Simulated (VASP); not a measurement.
Ge, 1 atom in the cell. The structure is cubic, space group Im-3m (No. 229). The conventional cell has a = 2.592 Å, b = 2.592 Å, c = 2.592 Å, α = 90.00°, β = 90.00°, γ = 90.00°. Within 3.0 Å of Ge (site symmetry m-3m) lie 14 Ge at 2.24 to 2.59 Å.  This cell differs from its parent crystal: volume scaled by 0.45.

```yaml
Program: VASP 6.6.1
Task: single point
Functional: PBE
Potentials_or_basis: VASP PAW PBE potentials, release 64 (Ge_d)
Cutoff: 520 eV
k_mesh: 16 × 16 × 16
Occupations: fermi-dirac, width 0.08 eV
Spin: no spin polarisation
Dipole_correction: no
Further_INCAR_settings: ALGO = Normal; EDIFF = 1e-07; NBANDS = 13
```

Potentials or basis: VASP PAW PBE potentials, release 64 (Ge_d).

Run with:

```console
$ cat potpaw_PBE.64/Ge_d/POTCAR > POTCAR
$ mpirun -np 1 vasp_std > vasp.out
```

Hardware: 1 thread of Intel Xeon 6975P-C (shared host).

Problem. How long does it take, and how much memory?

Solution. Run time: 9.8 s on 1 thread of Intel Xeon 6975P-C, with other jobs on the host, peak memory 0.13 GiB. Counts: scf iterations 13, k points 145.
